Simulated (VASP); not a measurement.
Runs of VASP 6.6.1 on Sc. The structure is that of space group Fd-3m (No. 227), or close to it. The cells are those of the table. This isn't the form of Sc at room conditions, which is hcp.

```csv
task,spin,cell,k mesh,cutoff (eV),smearing,gap on the mesh (eV),pressure (GPa),moment (μB)
single point,collinear,"a = 4.396 Å, angles 60.0°, 2 atoms",14 × 14 × 14,520,fermi-dirac 0.05 eV,none,1.9,0.00
single point,collinear,"a = 4.587 Å, angles 60.0°, 2 atoms",9 × 9 × 9,520,fermi-dirac 0.05 eV,none,0.0,0.00
single point,off,"a = 4.647 Å, angles 60.0°, 2 atoms",9 × 9 × 9,520,fermi-dirac 0.1 eV,none,0.0,-
single point,collinear,"a = 4.462 Å, angles 60.0°, 2 atoms",14 × 14 × 14,520,fermi-dirac 0.05 eV,none,(a),0.00
relaxation of cell and atoms,off,"relaxed from a = 4.570 Å, angles 60.0°, 2 atoms",9 × 9 × 9,600,fermi-dirac 0.1 eV,none,0.0,-
```

Alike in all rows: level PBE; potentials or basis VASP PAW PBE potentials, release 64 (Sc_sv).

Q: Estimate the missing entries.

A: (a) 1.1.

A gap of «none» marks levels without a gap at the run's occupations.
